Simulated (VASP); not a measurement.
# Ge (P4/mmm) in VASP: relaxation of cell and atoms with PBE

Aim: the relaxation of cell and atoms of Ge with PBE.

Everything below comes from runs of VASP 6.6.1. Logs are shortened: lines on timing, memory, paths and dates and some standing lists are left out, and cuts for length are marked.

## Step 1: The cell of the first run

Symmetry: P4/mmm, No. 123, tetragonal system. Conventional cell: a = 6.157 Å, b = 6.157 Å, c = 2.872 Å, α = 90.00°, β = 90.00°, γ = 90.00°. Within 3.3 Å of Ge (site symmetry m2m) lie 5 Ge at 2.53 to 2.87 Å.

The cell was generated, and may not be a known phase.

## Step 2: Relaxation of cell and atoms, PBE

Contents of INCAR:

```
SYSTEM = Ge
PREC = Accurate ; ENCUT = 600
EDIFF = 1E-7 ; ISMEAR = 0
SIGMA = 0.1 ; LREAL = .FALSE.
LASPH = .TRUE. ; NELM = 100
ALGO = Fast ; ISIF = 3
LWAVE = .FALSE. ; LCHARG = .FALSE.
GGA = PE ; IBRION = 2
NSW = 100 ; EDIFFG = -0.01
```

Contents of KPOINTS:

```
Automatic mesh
0
G
  8 8 16
  0 0 0
```

Contents of POSCAR:

```
Ge
1.0
    6.1567677048      0.0000000000      0.0000000000
    0.0000000000      6.1567677048      0.0000000000
    0.0000000000      0.0000000000      2.8721163129
Ge
4
Direct
    0.2905330992      0.0000000000      0.0000000000
    0.7094669008      0.0000000000      0.0000000000
    0.0000000000      0.7094669008      0.0000000000
    0.0000000000      0.2905330992      0.0000000000
```

Potentials or basis: VASP PAW PBE potentials, release 64 (Ge_d).

On the command line:

```bash
$ cat potpaw_PBE.64/Ge_d/POTCAR > POTCAR
$ mpirun -np 1 vasp_std > vasp.out
```

OUTCAR:

```text
SYSTEM = Ge
   PREC = Accurate
   ENCUT = 600
   EDIFF = 1E-7
   ISMEAR = 0
   LREAL = .FALSE.
   LASPH = .TRUE.
   NELM = 100
   ISIF = 3
   GGA = PE
   IBRION = 2
   NSW = 100
   EDIFFG = -0.01

 ion  position               nearest neighbor table
   1  0.291  0.000  0.000-   3 2.53   4 2.53   2 2.58
   2  0.709  0.000  0.000-   3 2.53   4 2.53   1 2.58
   3  0.000  0.709  0.000-   1 2.53   2 2.53   4 2.58
   4  0.000  0.291  0.000-   1 2.53   2 2.53   3 2.58

  LATTYP: Found a simple tetragonal cell.
 ALAT       =     6.1567677048
 C/A-ratio  =     0.4664974302

  Lattice vectors:

 A1 = (   6.1567677048,   0.0000000000,   0.0000000000)
 A2 = (   0.0000000000,   6.1567677048,   0.0000000000)
 A3 = (   0.0000000000,   0.0000000000,   2.8721163129)

Analysis of symmetry for initial positions (statically):
=====================================================================
 Subroutine PRICEL returns:
 Original cell was already a primitive cell.

 Routine SETGRP: Setting up the symmetry group for a
 simple tetragonal supercell.

 Subroutine GETGRP returns: Found 16 space group operations
 (whereof 16 operations were pure point group operations)
 out of a pool of 16 trial point group operations.

The static configuration has the point symmetry D_4h.

Analysis of symmetry for dynamics (positions and initial velocities):
=====================================================================
 Subroutine PRICEL returns:
 Original cell was already a primitive cell.

 Routine SETGRP: Setting up the symmetry group for a
 simple tetragonal supercell.

 Subroutine GETGRP returns: Found 16 space group operations
 (whereof 16 operations were pure point group operations)
 out of a pool of 16 trial point group operations.

The dynamic configuration has the point symmetry D_4h.

 Subroutine INISYM returns: Found 16 space group operations
 (whereof 16 operations are pure point group operations),
 and found     1 'primitive' translations

----------------------------------------------------------------------------------------

                                     Primitive cell

  volume of cell :     108.8698

  direct lattice vectors                    reciprocal lattice vectors
     6.156767705  0.000000000  0.000000000     0.162422889  0.000000000  0.000000000
     0.000000000  6.156767705  0.000000000     0.000000000  0.162422889  0.000000000
     0.000000000  0.000000000  2.872116313     0.000000000  0.000000000  0.348175314

  length of vectors
     6.156767705  6.156767705  2.872116313     0.162422889  0.162422889  0.348175314

  position of ions in fractional coordinates (direct lattice)
     0.290533099  0.000000000  0.000000000
     0.709466901  0.000000000  0.000000000
     0.000000000  0.709466901  0.000000000
     0.000000000  0.290533099  0.000000000

  ion indices of the primitive-cell ions
   primitive index   ion index
                 1           1
                 2           2
                 3           3
                 4           4

----------------------------------------------------------------------------------------

 KPOINTS: Automatic mesh

Automatic generation of k-mesh.
 Grid dimensions read from file:
 generate k-points for:    8    8   16

 Generating k-lattice:

  Cartesian coordinates                     Fractional coordinates (reciprocal lattice)
     0.020302861  0.000000000  0.000000000     0.125000000  0.000000000  0.000000000
     0.000000000  0.020302861  0.000000000     0.000000000  0.125000000  0.000000000
     0.000000000  0.000000000  0.021760957     0.000000000  0.000000000  0.062500000

  Length of vectors
     0.020302861  0.020302861  0.021760957

  Shift w.r.t. Gamma in fractional coordinates (k-lattice)
     0.000000000  0.000000000  0.000000000

 Subroutine IBZKPT returns following result:
 ===========================================

 Found    135 irreducible k-points:

 Following reciprocal coordinates:
            Coordinates               Weight
  0.000000  0.000000  0.000000      1.000000
  0.125000  0.000000  0.000000      4.000000
  0.250000  0.000000  0.000000      4.000000
  0.375000  0.000000  0.000000      4.000000
  0.500000  0.000000  0.000000      2.000000
  0.125000  0.125000  0.000000      4.000000
[... 16 lines left out ...]
  0.375000  0.125000  0.062500     16.000000
  0.500000  0.125000  0.062500      8.000000
 [... further k-points ...]
   k-points           NKPTS =    135   k-points in BZ     NKDIM =    135   number of bands    NBANDS=     33
   number of dos      NEDOS =    301   number of ions     NIONS =      4
   total plane-waves  NPLWV =  60000
   dimension x,y,z NGX =    50 NGY =   50 NGZ =   24
   dimension x,y,z NGXF=   100 NGYF=  100 NGZF=   48
   ions per type =               4
   NGX,Y,Z   is equivalent  to a cutoff of  13.50, 13.50, 13.89 a.u.
   NGXF,Y,Z  is equivalent  to a cutoff of  27.00, 27.00, 27.78 a.u.
 SYSTEM =  Ge
   PREC   = accura    normal or accurate (medium, high low for compatibility)
   ISTART =      0    job   : 0-new  1-cont  2-samecut
   ICHARG =      2    charge: 1-file 2-atom 10-const
   ISPIN  =      1    spin polarized calculation?
   LNONCOLLINEAR =      F non collinear calculations
   LSORBIT =      F    spin-orbit coupling
   LASPH  =      T    aspherical Exc in radial PAW
   ENCUT  =  600.0 eV  44.10 Ry    6.64 a.u.  12.30 12.30  5.74*2*pi/ulx,y,z
   NELM   =    100;   NELMIN=  2; NELMDL= -5     # of ELM steps
   EDIFF  = 0.1E-06   stopping-criterion for ELM
   LREAL  =      F    real-space projection
   EDIFFG = -.1E-01   stopping-criterion for IOM
   NSW    =    100    number of steps for IOM
   IBRION =      2    ionic relax: 0-MD 1-quasi-New 2-CG
   NFREE  =      1    steps in history (QN), initial steepest desc. (CG)
   ISIF   =      3    stress and relaxation
   ISYM   =      2    0-nonsym 1-usesym 2-fastsym
   POTIM  = 0.5000    time-step for ionic-motion
   TEBEG  =    0.0;   TEEND  =   0.0 temperature during run
   PSTRESS=    0.0 pullay stress
   NELECT =      56.0000    total number of electrons
   NUPDOWN=      -1.0000    fix difference up-down
   EMIN   =  10.00;   EMAX   =-10.00  energy-range for DOS
   EFERMI =   0.00;   METHOD = LEGACY
   ISMEAR =     0;   SIGMA  =   0.10  broadening in eV -4-tet -1-fermi 0-gaus
   EFERMI_NEDOS =   21; number of points for ismear=-14 and -15
   IALGO  =     68    algorithm
   IMIX   =      4    mixing-type and parameters
     AMIX     =   0.40;   BMIX     =  1.00
     AMIX_MAG =   1.60;   BMIX_MAG =  1.00
  volume/ion in A,a.u.               =      27.22       183.67
  Fermi-wavevector in a.u.,A,eV,Ry     =   1.311701  2.478756 23.409648  1.720561
  Thomas-Fermi vector in A             =   2.442145
   LORBIT       =      0    0 simple, 1 ext, 2 COOP (PROOUT), +10 PAW based schemes
   GGA     = PE    functional components
   LHFCALC =     F    Hartree Fock is set to
   AEXX    =    0.0000 exact exchange contribution
   IVDW    =     0    specifies the selected vdW correction
   LEPSILON=     F    determine dielectric tensor
   LRPA    =     F    only Hartree local field effects (RPA)
 conjugate gradient relaxation of ions
 non-spin polarized calculation
 RMM-DIIS sequential band-by-band and
 Gauss-broadening in eV      SIGMA  =   0.10
  energy-cutoff  :      600.00
  volume of cell :      108.87
 maximum number of plane-waves:      3671
 NGX is ok and might be reduce to    50
   NGX = 25   NGY = 25   NGZ = 11

--------------------------------------- Ionic step        1  -------------------------------------------

 number of electron      56.0000029 magnetization

 Free energy of the ion-electron system (eV)
  ---------------------------------------------------
  ext. energy  EPLUGINS =         0.00000000
  ---------------------------------------------------
  free energy    TOTEN  =       -16.70617494 eV

  energy without entropy =      -16.69876434  energy(sigma->0) =      -16.70246964

------------------------ aborting loop because EDIFF is reached ----------------------------------------

  FORCE on cell =-STRESS in cart. coord.  units (eV):
  Direction    XX          YY          ZZ          XY          YZ          ZX
  --------------------------------------------------------------------------------------
  -------------------------------------------------------------------------------------
  Total        0.4744679      0.4744679     -0.9505046      0.0000000      0.0000000      0.0000000
  in kB        6.9824825      6.9824825    -13.9880525      0.0000000      0.0000000      0.0000000
  external PRESSURE =      -0.0076959 kB  Pullay stress =       0.0000000 kB
[... 251 lines left out ...]
  energy  without entropy=      -16.7105486574  energy(sigma->0) =      -16.71427005

--------------------------------------- Ionic step        8  -------------------------------------------

 number of electron      55.9999999 magnetization

 Free energy of the ion-electron system (eV)
  ---------------------------------------------------
  ext. energy  EPLUGINS =         0.00000000
  ---------------------------------------------------
  free energy    TOTEN  =       -16.71802025 eV

  energy without entropy =      -16.71059268  energy(sigma->0) =      -16.71430647

 E-fermi :   3.2796     XC(G=0):  -8.8668

 val. band max:        3.2556518663   @ k =   0.1250   0.0000   0.0000
 cond. band min:       3.2810567479   @ k =   0.1250   0.0000   0.3750
 fundamental gap:      0.0254048816
 Fermi energy:         3.2795755735

 k-point     1 :       0.0000    0.0000    0.0000
  band No.  band energies     occupation
      1     -21.3505      2.00000
      2     -21.2857      2.00000
      3     -21.2857      2.00000
      4     -21.2688      2.00000
      5     -21.2651      2.00000
      6     -21.2483      2.00000
[... 853 lines left out ...]
     32       8.3133      0.00000
     33       9.2631      0.00000

 [... further k-points ...]

------------------------ aborting loop because EDIFF is reached ----------------------------------------

  FORCE on cell =-STRESS in cart. coord.  units (eV):
  Direction    XX          YY          ZZ          XY          YZ          ZX
  --------------------------------------------------------------------------------------
  -------------------------------------------------------------------------------------
  Total       -0.0118818     -0.0118818     -0.0102083      0.0000000      0.0000000      0.0000000
  in kB       -0.1760748     -0.1760748     -0.1512756      0.0000000      0.0000000      0.0000000
  external PRESSURE =      -0.1678084 kB  Pullay stress =       0.0000000 kB
[... 19 lines left out ...]
  FREE ENERGIE OF THE ION-ELECTRON SYSTEM (eV)
  ---------------------------------------------------
  free  energy   TOTEN  =       -16.7180202528 eV

  energy  without entropy=      -16.7105926850  energy(sigma->0) =      -16.71430647

 reached required accuracy - stopping structural energy minimisation
```

Run time: 82 min. Hardware: 1 thread of Oxide Virtual Turin-like, shared host; peak memory 0.52 GiB.

Results:

```yaml
Free_energy: -16.7180 eV
Relaxed_volume: 27.03 Å³/atom
Relaxed_cell: a = 6.175 Å, b = 6.175 Å, c = 2.836 Å, α = 90.00°, β = 90.00°, γ = 90.00°
Space_group_after_relaxing_to_0.1_Å: P4/mmm (No. 123)
Energy_gained_by_relaxing: 3.0 meV/atom
Ionic_steps: 8
Pressure_after_relaxing: 0.0 GPa
Band_gap_on_the_k_mesh: zero (bands 28 and 29 overlap by 3.04 eV)
```

The path:
```
step  energy change (eV)  largest force (eV/Å)  pressure (GPa)  volume (Å³)
   1              0.0000                0.2003            0.00       108.87
   2             -0.0110                0.0248           -0.27       108.86
   3             -0.0110                0.0322           -0.27       108.86
   4             -0.0118                0.0135           -0.01       108.14
   5             -0.0118                0.0109            0.06       108.05
   6             -0.0118                0.0137            0.01       108.10
   7             -0.0118                0.0118            0.02       108.08
   8             -0.0118                0.0009           -0.02       108.12
```

Final structure:
```
CELL_PARAMETERS angstrom
6.17481 0.00000 0.00000
0.00000 6.17481 0.00000
0.00000 0.00000 2.83561
ATOMIC_POSITIONS crystal
Ge 0.29251 0.00000 0.00000
Ge 0.70749 0.00000 0.00000
Ge 0.00000 0.70749 0.00000
Ge 0.00000 0.29251 0.00000
```

The gap in the log of VASP goes by the Fermi energy; the results here count the filled bands.